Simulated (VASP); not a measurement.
A run of VASP 6.6.1 is set up as follows.

Contents of INCAR:

```
SYSTEM = TeO4
PREC     = Accurate       ! precision mode
ENCUT    = 600            ! plane-wave cutoff, eV
EDIFF    = 1E-6           ! SCF threshold, eV
ISMEAR   = 0              ! smearing method
SIGMA    = 0.2            ! smearing width, eV
LREAL    = .False.        ! projectors in reciprocal space
LASPH    = .True.         ! aspherical terms in the spheres
NELM     = 120            ! most SCF steps
ALGO     = Normal         ! electronic algorithm
ISIF     = 2              ! what is computed and relaxed
LWAVE    = .False.        ! write WAVECAR
LCHARG   = .False.        ! write CHGCAR
GGA      = PE             ! functional
NBANDS   = 23             ! bands
GGA_COMPAT= .False.
```

Contents of KPOINTS:

```
regular mesh
0
Gamma
  5 5 3
  0 0 0
```

File POSCAR:

```
TeO4
1.0
    4.4182566491      0.0000000000      0.0000000000
   -2.2091283246      3.8263224986      0.0000000000
    0.0000000000      0.0000000000      4.0248429190
Te O
1 4
Direct
    0.0000000000      0.0000000000      0.0000000000
    0.5000000000      0.0000000000      0.5000000000
    0.0000000000      0.5000000000      0.5000000000
    0.5000000000      0.5000000000      0.5000000000
    0.0000000000      0.0000000000      0.5000000000
```

Potentials or basis: VASP PAW PBE potentials, release 64 (Te, O).

Command:

```bash
$ cat potpaw_PBE.64/Te/POTCAR potpaw_PBE.64/O/POTCAR > POTCAR
$ mpirun -np 1 vasp_std > vasp.out
```

Problem. What does it give for the pressure?

Solution. -0.3 GPa.

Problem. Predict the band gap on the k mesh.

Solution. Zero (bands 15 and 16 overlap by 0.75 eV).

Stress tensor (GPa, compression positive):
```
-0.06  0.00  0.00
 0.00 -0.06  0.00
 0.00  0.00 -0.71
```

Caveat: the k points lie up to 0.52 Å⁻¹ apart, too coarse for converged energies and pressures of a metal; spin-orbit coupling is left out, which moves the levels of the heavy elements.
